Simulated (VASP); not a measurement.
Input of a VASP 6.6.1 run:

INCAR

```
SYSTEM = ErCl
  ALGO = Normal
  EDIFF = 1E-6
  ENCUT = 500
  GGA = PE
  GGA_COMPAT = .False.
  ISIF = 2
  ISMEAR = 0
  LASPH = .True.
  LCHARG = .False.
  LMAXMIX = 6
  LREAL = .False.
  LWAVE = .False.
  NBANDS = 15
  NELM = 200
  PREC = Accurate
  SIGMA = 0.1
```

The input KPOINTS:

```
k-points
0
Gamma
  18 18 18
  0 0 0
```

POSCAR

```
ErCl
1.0
    0.0000000000      2.7583139431      2.7583139431
    2.7583139431      0.0000000000      2.7583139431
    2.7583139431      2.7583139431      0.0000000000
Er Cl
1 1
Direct
    0.5000000000      0.5000000000      0.5000000000
    0.0000000000      0.0000000000      0.0000000000
```

Potentials or basis: VASP PAW PBE potentials, release 64 (Er_3, Cl), 4f in core.

Run with:

```sh
$ cat potpaw_PBE.64/Er_3/POTCAR potpaw_PBE.64/Cl/POTCAR > POTCAR
$ mpirun -np 1 vasp_std > vasp.out
```

(1) Estimate the band gap on the k mesh.

(2) Predict the pressure.

## Answers

(1) zero (bands 8 and 9 overlap by 1.93 eV).

(2) 0.3 GPa.

Caveat: spin-orbit coupling is left out, which moves the levels of the heavy elements; the 4f electrons are frozen in the core, so they carry no moment and show no levels; the run has no spin polarisation, though such a crystal can be magnetic.
